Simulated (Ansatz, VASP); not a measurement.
MgW in VASP and in Ansatz

```
Mg W
1.0
     4.81050    0.00000    0.01493
     0.00000    3.13158    0.00000
    -0.01343    0.00000    4.43296
Mg W
2 2
Direct
  0.50000 0.24992 0.75000
  0.50000 0.75008 0.25000
  0.00000 0.74878 0.75000
  0.00000 0.25122 0.25000
```

Alike in both runs: functional PBEsol; k mesh 4 × 4 × 4; occupations gaussian, width 0.1 eV; no spin polarisation.

Ansatz relaxed the structure, and its values are those at the end. VASP's run is a single point on that final structure, the one shown.

|  | VASP | Ansatz |
| --- | --- | --- |
| version | VASP 6.6.1 | Ansatz 0.2.0 |
| potentials or method | VASP PAW PBE potentials, release 64 (Mg_sv, W_sv), cutoff 750 eV | scalar-relativistic, plane waves, PAW |
| valence electrons in the cell | 48 | 48 |

|  | VASP | Ansatz | Ansatz less VASP |
| --- | --- | --- | --- |
| gap on the k mesh at the Fermi level (eV) | none | none | - |
| pressure (GPa) | -0.1 | 0.1 | +0.18 |
| rms of the force components (eV/Å) | 0.004 | 0.003 | -0.0005 |

VASP's potentials were made for PBE, not for PBEsol. A gap of «none» marks a metal or a gap that the smearing closes.

The k mesh is coarse, so the values compare programs but aren't converged. Neither program's run includes spin-orbit coupling.
